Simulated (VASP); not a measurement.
Ru:

```
Ru
1.0
     0.00000    1.94003    1.94003
     1.94003    0.00000    1.94003
     1.94003    1.94003    0.00000
Ru
1
Direct
  0.00000 0.00000 0.00000
```

This cell differs from its parent crystal: Pd replaced by Ru, lengths x 1.030, strained.

Base run:

```yaml
Program: VASP 6.6.1
Functional: PBE
Potentials_or_basis: VASP PAW PBE potentials, release 64 (Ru_pv)
Cutoff: 500 eV
k_mesh: 8 × 8 × 8
Occupations: gaussian, width 0.1 eV
Spin: no spin polarisation
```

Its results: band gap on the k mesh zero (bands 7 and 8 overlap by 2.78 eV); pressure -15.3 GPa.

**Question.** The run is repeated on the same cell with these changes: k mesh from 8 × 8 × 8 to 18 × 18 × 18. What comes out?

**Answer.** Band gap on the k mesh zero (bands 7 and 8 overlap by 3.05 eV); pressure -14.7 GPa.

Caveats: the cell stands under tension; an empty level that is flat over the whole mesh can mark a ghost state of the potentials, or a narrow d or f band (at least some runs).
